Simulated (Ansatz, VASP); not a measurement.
# One calculation of SnO, two programs

The input INCAR:

```
SYSTEM = SnO
ALGO = Normal ; EDIFF = 1E-6
ENCUT = 520 ; GGA = CA
ISIF = 2 ; ISMEAR = 0
LASPH = .TRUE. ; LCHARG = .FALSE.
LREAL = .FALSE. ; LWAVE = .FALSE.
NBANDS = 28 ; NELM = 80
PREC = Accurate ; SIGMA = 0.03
```

Contents of KPOINTS:

```
k-points
0
G
  10 10 8
  0 0 0
```

Contents of POSCAR:

```
SnO
1.0
    3.5778189818      0.0000000000      0.0000000000
    0.0000000000      3.5778189818      0.0000000000
    0.0000000000      0.0000000000      5.4610202828
Sn O
2 2
Direct
    0.0000000000      0.5000000000      0.2385000000
    0.5000000000      0.0000000000      0.7615000000
    0.0000000000      0.0000000000      0.0000000000
    0.5000000000      0.5000000000      0.0000000000
```

Input for Ansatz:

```yaml
crystal:
  lattice:
    - [3.5778189818, 0.0, 0.0]
    - [0.0, 3.5778189818, 0.0]
    - [0.0, 0.0, 5.4610202828]
  atoms:
    - { symbol: Sn, position: [0.0, 0.5, 0.2385] }
    - { symbol: Sn, position: [0.5, 0.0, 0.7615] }
    - { symbol: O, position: [0.0, 0.0, 0.0] }
    - { symbol: O, position: [0.5, 0.5, 0.0] }
basis:
  ecutwfc: 420
kpoints:
  mp_grid: { grid: [10, 10, 8] }
hamiltonian:
  xc: lda
scf:
  occupations: { method: gaussian, width: 0.03 }
output:
  forces: true
  stress: true
  eigenvalues: true
```

Alike in both runs: task single point; functional LDA; k mesh 10 × 10 × 8; occupations gaussian, width 0.03 eV; no spin polarisation.

|  | VASP | Ansatz |
| --- | --- | --- |
| version | VASP 6.6.1 | Ansatz 0.2.0 |
| potentials or method | VASP PAW LDA potentials, release 64 (Sn_d, O), cutoff 520 eV | scalar-relativistic, plane waves, PAW |
| valence electrons in the cell | 40 | 40 |

Ansatz gave:

- gap on the k mesh at the Fermi level (eV): none
- pressure (GPa): -0.7
- traceless stress, the component that is largest in VASP (GPa): -11.70
- rms of the force components (eV/Å): 0.728

Q: Which values does VASP return?

A: gap on the k mesh at the Fermi level (eV): none; pressure (GPa): -0.3; traceless stress, the component that is largest in VASP (GPa): -11.62; rms of the force components (eV/Å): 0.687.

LDA's correlation is that of Perdew and Zunger in VASP and of Perdew and Wang (1992) in Ansatz. Atom by atom the forces differ by 0.042 eV/Å (rms over components). A gap of «none» marks a metal or a gap that the smearing closes.
